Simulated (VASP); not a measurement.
## Ir: single point with PBEsol

Ir:

```
CELL_PARAMETERS angstrom
-1.53863 1.53863 1.53863
1.53863 -1.53863 1.53863
1.53863 1.53863 -1.53863
ATOMIC_POSITIONS crystal
Ir 0.00000 0.00000 0.00000
```

```yaml
Program: VASP 6.6.1
Task: single point
Functional: PBEsol
Potentials_or_basis: VASP PAW PBE potentials, release 64 (Ir)
Cutoff: 520 eV
k_mesh: 16 × 16 × 16
Occupations: fermi-dirac, width 0.1 eV
Spin: no spin polarisation
Dipole_correction: no
Further_INCAR_settings: ALGO = Normal; EDIFF = 1e-07; NBANDS = 10
```

```yaml
Pressure: 1.0 GPa
```

Levels at points of the mesh, in eV from the Fermi level:
```csv
k point,band 1,band 2,band 3,band 4,band 5,band 6,band 7,band 8
"(0.00, 0.00, 0.00)",-10.63,-3.58,-3.58,-3.58,-0.53,-0.53,16.94,16.94
"(0.50, 0.00, 0.00)",-7.49,-5.41,-0.71,-0.12,-0.03,2.26,7.93,13.04
"(0.50, 0.50, 0.50)",-7.02,-7.02,1.55,1.55,1.55,7.88,7.88,7.88
```

Wall time 11 s on 1 thread of Intel(R) Xeon(R) 6975P-C (Granite Rapids) (shared host), peak memory 0.14 GiB.

Caveat: the PAW data sets were made with another functional, which shifts forces and pressure a little; spin-orbit coupling is left out, which moves the levels of the heavy elements.
